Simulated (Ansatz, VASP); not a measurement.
## SnSe in VASP and in Ansatz

Contents of INCAR:

```
  PREC = Accurate
  ENCUT = 500
  EDIFF = 1E-6
  ISMEAR = -1
  SIGMA = 0.05
  LREAL = F
  LASPH = T
  NELM = 120
  ALGO = Normal
  ISIF = 2
  LWAVE = F
  LCHARG = F
  GGA = PE
  NBANDS = 28
  GGA_COMPAT = F
```

KPOINTS

```
regular mesh
0
Gamma
  6 6 3
```

POSCAR

```
SnSe
1.0
    4.2853274191      0.0000000000      0.0000000000
    0.0000000000      4.2853274191      0.0000000000
    0.0000000000      0.0000000000     10.9906921300
Sn Se
2 2
Direct
   -0.0063370000      0.5199340000      0.6315400000
    0.4975500000      0.0058490000      0.3760690000
   -0.0013960000      0.4921140000      0.3814630000
    0.5127100000     -0.0029170000      0.6148800000
```

File input.yaml:

```yaml
crystal:
  lattice:
    - [4.2853274191, 0.0, 0.0]
    - [0.0, 4.2853274191, 0.0]
    - [0.0, 0.0, 10.99069213]
  atoms:
    - { symbol: Sn, position: [-0.006337, 0.519934, 0.63154] }
    - { symbol: Sn, position: [0.49755, 0.005849, 0.376069] }
    - { symbol: Se, position: [-0.001396, 0.492114, 0.381463] }
    - { symbol: Se, position: [0.51271, -0.002917, 0.61488] }
kpoints:
  mp_grid: { grid: [6, 6, 3] }
scf:
  occupations: { method: fermi_dirac, width: 0.05 }
hamiltonian:
  xc: pbe
  pseudopotentials: { kind: all_electron, lapw: { basis_error: 0.001 } }
output:
  forces: true
  stress: true
  eigenvalues: true
  populations: true
```

Change from the starting cell: atoms moved at random, drawn with an rms of 0.05 Å.

Alike in both runs: task single point; functional PBE; k mesh 6 × 6 × 3; occupations fermi-dirac, width 0.05 eV; no spin polarisation.

|  | VASP | Ansatz |
| --- | --- | --- |
| version | VASP 6.6.1 | Ansatz 0.2.0 |
| potentials or method | VASP PAW PBE potentials, release 64 (Sn_d, Se), cutoff 500 eV | all-electron LAPW, scalar-relativistic |

|  | VASP | Ansatz | Ansatz less VASP |
| --- | --- | --- | --- |
| gap on the k mesh at the Fermi level (eV) | 1.50 | 1.51 | +0.004 |
| least direct gap on the mesh (eV) | 1.50 | 1.51 | +0.003 |
| rms of the force components (eV/Å) | 0.280 | 0.275 | -0.0050 |

Atom by atom the forces differ by 0.009 eV/Å (rms over components). Ansatz ran all-electron here, and VASP with PAW potentials.
